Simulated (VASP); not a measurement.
# Ge2Bi2O (Cmmm) in VASP: single point with PBE

Aim: the single point of Ge2Bi2O with PBE.

All numbers are computed with VASP 6.6.1; they aren't measurements. Logs are shortened: lines on timing, memory, paths and dates and some standing lists are left out, and cuts for length are marked.

### Step 1. The cell of the first run

The structure is orthorhombic, space group Cmmm (No. 65). Conventional cell: a = 4.428 Å, b = 12.575 Å, c = 4.302 Å, α = 90.00°, β = 90.00°, γ = 90.00°. Within 2.4 Å of Ge (site symmetry m2m) lie 1 O at 1.82 Å. Within 4.1 Å of Bi (site symmetry m2m) lie 6 Ge at 3.09 to 3.57 Å and 3 Bi at 3.24 to 3.77 Å and 4 O at 3.49 Å. Within 2.4 Å of O (site symmetry mmm) lie 2 Ge at 1.82 Å.

The cell was built from a structure type or drawn by symmetry, and may not be a known phase.

### Step 2. Single point, PBE

Input file INCAR:

```
SYSTEM = Ge2Bi2O
  ALGO = Normal
  EDIFF = 1E-7
  ENCUT = 520
  GGA = PE
  ISIF = 2
  ISMEAR = 0
  LASPH = .True.
  LCHARG = .False.
  LREAL = .False.
  LWAVE = .False.
  NBANDS = 40
  NELM = 80
  PREC = Accurate
  SIGMA = 0.15
```

Input file KPOINTS:

```
k-points
0
Gamma
  3 3 3
  0 0 0
```

Input file POSCAR:

```
Ge2Bi2O
1.0
    2.2140732503     -6.2872972016      0.0000000000
    2.2140732503      6.2872972016      0.0000000000
    0.0000000000      0.0000000000      4.3019009108
Ge Bi O
2 2 1
Direct
    0.1449309016      0.8550690984      0.0000000000
    0.8550690984      0.1449309016      0.0000000000
    0.3713210019      0.6286789981      0.5000000000
    0.6286789981      0.3713210019      0.5000000000
    0.0000000000      0.0000000000      0.0000000000
```

Potentials or basis: VASP PAW PBE potentials, release 64 (Ge_d, Bi_d, O).

Started as:

```console
cat potpaw_PBE.64/Ge_d/POTCAR potpaw_PBE.64/Bi_d/POTCAR potpaw_PBE.64/O/POTCAR > POTCAR
mpirun -np 1 vasp_std > vasp.out
```

OUTCAR:

```text
SYSTEM = Ge2Bi2O
   EDIFF = 1E-7
   ENCUT = 520
   GGA = PE
   ISIF = 2
   ISMEAR = 0
   LASPH = .True.
   LREAL = .False.
   NELM = 80
   PREC = Accurate

 ion  position               nearest neighbor table
   1  0.145  0.855  0.000-   5 1.82   4 3.09   4 3.09   4 3.09   4 3.09
   2  0.855  0.145  0.000-   5 1.82   3 3.09   3 3.09   3 3.09   3 3.09
   3  0.371  0.629  0.500-   2 3.09   2 3.09   2 3.09   2 3.09   4 3.24   4 3.77   4 3.77
   4  0.629  0.371  0.500-   1 3.09   1 3.09   1 3.09   1 3.09   3 3.24   3 3.77   3 3.77
   5  0.000  0.000  0.000-   1 1.82   2 1.82

  LATTYP: Found a base centered orthorhombic cell.
 ALAT       =     4.4281465006
 B/A-ratio  =     2.8396970158
 C/A-ratio  =     0.9714901958

  Lattice vectors:

 A1 = (   2.2140732503,  -6.2872972016,   0.0000000000)
 A2 = (   2.2140732503,   6.2872972016,   0.0000000000)
 A3 = (   0.0000000000,   0.0000000000,   4.3019009108)

Analysis of symmetry for initial positions (statically):
=====================================================================
 Subroutine PRICEL returns:
 Original cell was already a primitive cell.

 Routine SETGRP: Setting up the symmetry group for a
 base centered orthorhombic supercell.

 Subroutine GETGRP returns: Found  8 space group operations
 (whereof  8 operations were pure point group operations)
 out of a pool of  8 trial point group operations.

The static configuration has the point symmetry D_2h.

Analysis of symmetry for dynamics (positions and initial velocities):
=====================================================================
 Subroutine PRICEL returns:
 Original cell was already a primitive cell.

 Routine SETGRP: Setting up the symmetry group for a
 base centered orthorhombic supercell.

 Subroutine GETGRP returns: Found  8 space group operations
 (whereof  8 operations were pure point group operations)
 out of a pool of  8 trial point group operations.

The dynamic configuration has the point symmetry D_2h.

 Subroutine INISYM returns: Found  8 space group operations
 (whereof  8 operations are pure point group operations),
 and found     1 'primitive' translations

----------------------------------------------------------------------------------------

                                     Primitive cell

  volume of cell :     119.7695

  direct lattice vectors                    reciprocal lattice vectors
     2.214073250 -6.287297202  0.000000000     0.225828120 -0.079525428  0.000000000
     2.214073250  6.287297202  0.000000000     0.225828120  0.079525428  0.000000000
     0.000000000  0.000000000  4.301900911     0.000000000  0.000000000  0.232455377

  length of vectors
     6.665750255  6.665750255  4.301900911     0.239421456  0.239421456  0.232455377

  position of ions in fractional coordinates (direct lattice)
     0.144930902  0.855069098  0.000000000
     0.855069098  0.144930902  0.000000000
     0.371321002  0.628678998  0.500000000
     0.628678998  0.371321002  0.500000000
     0.000000000  0.000000000  0.000000000

  ion indices of the primitive-cell ions
   primitive index   ion index
                 1           1
                 2           2
                 3           3
                 4           4
                 5           5

----------------------------------------------------------------------------------------

 KPOINTS: k-points

Automatic generation of k-mesh.
 Grid dimensions read from file:
 generate k-points for:    3    3    3

 Generating k-lattice:

  Cartesian coordinates                     Fractional coordinates (reciprocal lattice)
     0.075276040 -0.026508476  0.000000000     0.333333333  0.000000000  0.000000000
     0.075276040  0.026508476  0.000000000     0.000000000  0.333333333  0.000000000
     0.000000000  0.000000000  0.077485126     0.000000000  0.000000000  0.333333333

  Length of vectors
     0.079807152  0.079807152  0.077485126

  Shift w.r.t. Gamma in fractional coordinates (k-lattice)
     0.000000000  0.000000000  0.000000000

 Subroutine IBZKPT returns following result:
 ===========================================

 Found      8 irreducible k-points:

 Following reciprocal coordinates:
            Coordinates               Weight
  0.000000  0.000000  0.000000      1.000000
  0.333333 -0.000000  0.000000      4.000000
  0.333333  0.333333  0.000000      2.000000
 -0.333333  0.333333  0.000000      2.000000
  0.000000  0.000000  0.333333      2.000000
  0.333333 -0.000000  0.333333      8.000000
  0.333333  0.333333  0.333333      4.000000
 -0.333333  0.333333  0.333333      4.000000
   k-points           NKPTS =      8   k-points in BZ     NKDIM =      8   number of bands    NBANDS=     40
   number of dos      NEDOS =    301   number of ions     NIONS =      5
   total plane-waves  NPLWV =  80000
   dimension x,y,z NGX =    50 NGY =   50 NGZ =   32
   dimension x,y,z NGXF=   100 NGYF=  100 NGZF=   64
   ions per type =               2   2   1
   NGX,Y,Z   is equivalent  to a cutoff of  12.47, 12.47, 12.37 a.u.
   NGXF,Y,Z  is equivalent  to a cutoff of  24.94, 24.94, 24.73 a.u.
 SYSTEM =  Ge2Bi2O
   PREC   = accura    normal or accurate (medium, high low for compatibility)
   ISTART =      0    job   : 0-new  1-cont  2-samecut
   ICHARG =      2    charge: 1-file 2-atom 10-const
   ISPIN  =      1    spin polarized calculation?
   LNONCOLLINEAR =      F non collinear calculations
   LSORBIT =      F    spin-orbit coupling
   LASPH  =      T    aspherical Exc in radial PAW
   ENCUT  =  520.0 eV  38.22 Ry    6.18 a.u.  12.39 12.39  8.00*2*pi/ulx,y,z
   NELM   =     80;   NELMIN=  2; NELMDL= -5     # of ELM steps
   EDIFF  = 0.1E-06   stopping-criterion for ELM
   LREAL  =      F    real-space projection
   EDIFFG = 0.1E-05   stopping-criterion for IOM
   NSW    =      0    number of steps for IOM
   IBRION =     -1    ionic relax: 0-MD 1-quasi-New 2-CG
   NFREE  =      0    steps in history (QN), initial steepest desc. (CG)
   ISIF   =      2    stress and relaxation
   ISYM   =      2    0-nonsym 1-usesym 2-fastsym
   POTIM  = 0.5000    time-step for ionic-motion
   TEBEG  =    0.0;   TEEND  =   0.0 temperature during run
   PSTRESS=    0.0 pullay stress
   NELECT =      64.0000    total number of electrons
   NUPDOWN=      -1.0000    fix difference up-down
   EMIN   =  10.00;   EMAX   =-10.00  energy-range for DOS
   EFERMI =   0.00;   METHOD = LEGACY
   ISMEAR =     0;   SIGMA  =   0.15  broadening in eV -4-tet -1-fermi 0-gaus
   EFERMI_NEDOS =   21; number of points for ismear=-14 and -15
   IALGO  =     38    algorithm
   IMIX   =      4    mixing-type and parameters
     AMIX     =   0.40;   BMIX     =  1.00
     AMIX_MAG =   1.60;   BMIX_MAG =  1.00
  volume/ion in A,a.u.               =      23.95       161.65
  Fermi-wavevector in a.u.,A,eV,Ry     =   1.328473  2.510450 24.012109  1.764840
  Thomas-Fermi vector in A             =   2.457708
   LORBIT       =      0    0 simple, 1 ext, 2 COOP (PROOUT), +10 PAW based schemes
   GGA     = PE    functional components
   LHFCALC =     F    Hartree Fock is set to
   AEXX    =    0.0000 exact exchange contribution
   IVDW    =     0    specifies the selected vdW correction
   LEPSILON=     F    determine dielectric tensor
   LRPA    =     F    only Hartree local field effects (RPA)
 non-spin polarized calculation
 Gauss-broadening in eV      SIGMA  =   0.15
  energy-cutoff  :      520.00
  volume of cell :      119.77
 maximum number of plane-waves:      3230
 NGX is ok and might be reduce to    50
   NGX = 25   NGY = 25   NGZ = 15

 number of electron      63.9999974 magnetization

 Free energy of the ion-electron system (eV)
  ---------------------------------------------------
  ext. energy  EPLUGINS =         0.00000000
  ---------------------------------------------------
  free energy    TOTEN  =       -22.45358680 eV

  energy without entropy =      -22.43079317  energy(sigma->0) =      -22.44218998

 E-fermi :   5.7600     XC(G=0): -10.0623

 val. band max:        5.6330891186   @ k =   0.3333  -0.0000   0.3333
 cond. band min:       5.7706391887   @ k =   0.0000   0.0000   0.0000
 fundamental gap:      0.1375500702
 Fermi energy:         5.7600022482

 k-point     1 :       0.0000    0.0000    0.0000
  band No.  band energies     occupation
      1     -18.9390      2.00000
      2     -18.8221      2.00000
      3     -18.8024      2.00000
      4     -18.7996      2.00000
      5     -18.7889      2.00000
      6     -18.7872      2.00000
[... 32 lines left out ...]
     39      10.7831      0.00000
     40      11.2724      0.00000

 k-point     2 :       0.3333   -0.0000    0.0000
  band No.  band energies     occupation
      1     -18.9388      2.00000
      2     -18.8204      2.00000
      3     -18.7967      2.00000
      4     -18.7954      2.00000
      5     -18.7865      2.00000
      6     -18.7858      2.00000
[... 32 lines left out ...]
     39      11.1734      0.00000
     40      12.1780      0.00000

 k-point     3 :       0.3333    0.3333    0.0000
  band No.  band energies     occupation
      1     -18.9394      2.00000
      2     -18.8199      2.00000
      3     -18.7969      2.00000
      4     -18.7952      2.00000
      5     -18.7861      2.00000
      6     -18.7860      2.00000
[... 32 lines left out ...]
     39      10.5595      0.00000
     40      11.7058      0.00000

 k-point     4 :      -0.3333    0.3333    0.0000
  band No.  band energies     occupation
      1     -18.9401      2.00000
      2     -18.8210      2.00000
      3     -18.8026      2.00000
      4     -18.7994      2.00000
      5     -18.7882      2.00000
      6     -18.7874      2.00000
[... 32 lines left out ...]
     39      11.5798      0.00000
     40      11.7535      0.00000

 k-point     5 :       0.0000    0.0000    0.3333
  band No.  band energies     occupation
      1     -18.9380      2.00000
      2     -18.8209      2.00000
      3     -18.7975      2.00000
      4     -18.7948      2.00000
      5     -18.7865      2.00000
      6     -18.7848      2.00000
[... 32 lines left out ...]
     39      10.1227      0.00000
     40      12.1292      0.00000

 k-point     6 :       0.3333   -0.0000    0.3333
  band No.  band energies     occupation
      1     -18.9388      2.00000
      2     -18.8207      2.00000
      3     -18.7978      2.00000
      4     -18.7964      2.00000
      5     -18.7850      2.00000
      6     -18.7843      2.00000
[... 32 lines left out ...]
     39      12.0710      0.00000
     40      12.7494      0.00000

 k-point     7 :       0.3333    0.3333    0.3333
  band No.  band energies     occupation
      1     -18.9394      2.00000
      2     -18.8201      2.00000
      3     -18.7980      2.00000
      4     -18.7962      2.00000
      5     -18.7847      2.00000
      6     -18.7844      2.00000
[... 32 lines left out ...]
     39      11.7897      0.00000
     40      12.6819      0.00000

 k-point     8 :      -0.3333    0.3333    0.3333
  band No.  band energies     occupation
      1     -18.9393      2.00000
      2     -18.8195      2.00000
      3     -18.7977      2.00000
      4     -18.7947      2.00000
      5     -18.7861      2.00000
      6     -18.7850      2.00000
[... 32 lines left out ...]
     39      10.4933      0.00000
     40      12.5609      0.00000

------------------------ aborting loop because EDIFF is reached ----------------------------------------

  FORCE on cell =-STRESS in cart. coord.  units (eV):
  Direction    XX          YY          ZZ          XY          YZ          ZX
  --------------------------------------------------------------------------------------
  -------------------------------------------------------------------------------------
  Total        0.3251390     -0.1273288      0.5226795      0.0000000      0.0000000      0.0000000
  in kB        4.3494399     -1.7032987      6.9919716      0.0000000      0.0000000      0.0000000
  external PRESSURE =       3.2127042 kB  Pullay stress =       0.0000000 kB

 VOLUME and BASIS-vectors are now :
 -----------------------------------------------------------------------------
  energy-cutoff  :      520.00
  volume of cell :      119.77
      direct lattice vectors                 reciprocal lattice vectors
     2.214073250 -6.287297202  0.000000000     0.225828120 -0.079525428  0.000000000
     2.214073250  6.287297202  0.000000000     0.225828120  0.079525428  0.000000000
     0.000000000  0.000000000  4.301900911     0.000000000  0.000000000  0.232455377

 POSITION                                       TOTAL-FORCE (eV/Angst)
 -----------------------------------------------------------------------------------
      2.21407      4.46485      0.00000         0.000000      0.033438     -0.000000
      2.21407     -4.46485      0.00000         0.000000     -0.033438      0.000000
      2.21407      1.61809      2.15095         0.000000     -0.002917      0.000000
      2.21407     -1.61809      2.15095         0.000000      0.002917      0.000000
      0.00000      0.00000      0.00000        -0.000000      0.000000      0.000000
 -----------------------------------------------------------------------------------
    total drift:                                0.000000      0.000000      0.000000

  FREE ENERGIE OF THE ION-ELECTRON SYSTEM (eV)
  ---------------------------------------------------
  free  energy   TOTEN  =       -22.4535867977 eV

  energy  without entropy=      -22.4307931653  energy(sigma->0) =      -22.44218998
```

Wall time 2 min (1 thread of Intel Xeon 8259CL, shared host); peak memory 0.28 GiB.

What came out:

* Free energy: -22.4536 eV
* Pressure: 0.3 GPa
* Largest force: 0.033 eV/Å
* Band gap on the k mesh: zero (bands 32 and 33 overlap by 0.80 eV)

Forces in eV/Å, atoms in the order of the input:
```
Ge   0.000  0.033  0.000
Ge   0.000 -0.033  0.000
Bi   0.000 -0.003  0.000
Bi   0.000  0.003  0.000
O    0.000  0.000  0.000
```

Stress tensor (GPa, compression positive):
```
 0.43  0.00  0.00
 0.00 -0.17  0.00
 0.00  0.00  0.70
```

Caveat: the k points lie up to 0.50 Å⁻¹ apart, too coarse for converged energies and pressures of a metal; spin-orbit coupling is left out, which moves the levels of the heavy elements.
